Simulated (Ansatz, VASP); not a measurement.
**One calculation of Tl2H, two programs**

File INCAR:

```
SYSTEM = Tl2H
ALGO = Normal
EDIFF = 1E-6
ENCUT = 520
GGA = PE
ISIF = 2
ISMEAR = 0
LASPH = .TRUE.
LCHARG = .FALSE.
LREAL = .FALSE.
LWAVE = .FALSE.
NBANDS = 36
NELM = 60
PREC = Accurate
SIGMA = 0.1
```

The input KPOINTS:

```
k-points
0
G
  4 4 4
  0 0 0
```

File POSCAR:

```
Tl2H
1.0
    0.0000000000      4.4235647950      4.4235647950
    4.4235647950      0.0000000000      4.4235647950
    4.4235647950      4.4235647950      0.0000000000
Tl H
4 2
Direct
    0.6250000000      0.6250000000      0.6250000000
    0.1250000000      0.6250000000      0.6250000000
    0.6250000000      0.6250000000      0.1250000000
    0.6250000000      0.1250000000      0.6250000000
    0.5000000000      0.5000000000      0.5000000000
    0.7500000000      0.7500000000      0.7500000000
```

Input for Ansatz:

```yaml
crystal:
  lattice:
    - [0.0, 4.423564795, 4.423564795]
    - [4.423564795, 0.0, 4.423564795]
    - [4.423564795, 4.423564795, 0.0]
  atoms:
    - { symbol: Tl, position: [0.625, 0.625, 0.625] }
    - { symbol: Tl, position: [0.125, 0.625, 0.625] }
    - { symbol: Tl, position: [0.625, 0.625, 0.125] }
    - { symbol: Tl, position: [0.625, 0.125, 0.625] }
    - { symbol: H, position: [0.5, 0.5, 0.5] }
    - { symbol: H, position: [0.75, 0.75, 0.75] }
basis:
  ecutwfc: 420
kpoints:
  mp_grid: { grid: [4, 4, 4] }
hamiltonian:
  xc: pbe
scf:
  occupations: { method: gaussian, width: 0.1 }
  lower_state_search: "off"
output:
  forces: true
  stress: true
  eigenvalues: true
```

Alike in both runs: task single point; functional PBE; k mesh 4 × 4 × 4; occupations gaussian, width 0.1 eV; no spin polarisation.

|  | VASP | Ansatz |
| --- | --- | --- |
| version | VASP 6.6.1 | Ansatz 0.2.0 |
| potentials or method | VASP PAW PBE potentials, release 64 (Tl_d, H), cutoff 520 eV | scalar-relativistic, plane waves, PAW |
| valence electrons in the cell | 54 | 54 |

VASP gave:

| Quantity | Value |
| --- | --- |
| gap on the k mesh at the Fermi level (eV) | none |
| pressure (GPa) | 11.0 |

Task: Which values does Ansatz return?

Result: gap on the k mesh at the Fermi level (eV): none; pressure (GPa): 11.1.

A gap of «none» marks a metal or a gap that the smearing closes. The functional is the same, so the differences come from potentials, cutoffs and numerics.

Spin-orbit coupling is off throughout.
